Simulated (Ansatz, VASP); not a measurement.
# PbO: VASP beside Ansatz

```
CELL_PARAMETERS angstrom
3.97440 0.00000 0.00000
0.00000 3.97440 0.00000
0.00000 0.00000 5.02200
ATOMIC_POSITIONS crystal
Pb 0.00000 0.50000 0.24027
Pb 0.50000 0.00000 0.75973
O 0.00000 0.00000 0.00000
O 0.50000 0.50000 0.00000
```

Alike in both runs: functional PBE; k mesh 8 × 8 × 7; occupations fermi-dirac, width 0.01 eV; no spin polarisation.

Ansatz relaxed the structure, and its values are those at the end. VASP's run is a single point on that final structure, the one shown.

|  | VASP | Ansatz |
| --- | --- | --- |
| version | VASP 6.6.1 | Ansatz 0.2.0 |
| potentials or method | VASP PAW PBE potentials, release 64 (Pb_d, O) | plane-wave PAW, scalar-relativistic |
| plane-wave cutoff (eV) | 520 | 420 |
| valence electrons in the cell | 40 | 40 |

Ansatz gave:

| Item | Value |
| --- | --- |
| gap on the k mesh at the Fermi level (eV) | 1.11 |
| pressure (GPa) | 3.4 |
| rms of the force components (eV/Å) | 0.005 |

**Question.** What did VASP give for the same quantities?

**Answer.** gap on the k mesh at the Fermi level (eV): 1.12; pressure (GPa): 3.5; rms of the force components (eV/Å): 0.021.

The functional is the same, so the differences come from potentials, cutoffs and numerics. Ansatz's warnings: stress scf threshold loose.

Spin-orbit coupling is off throughout.
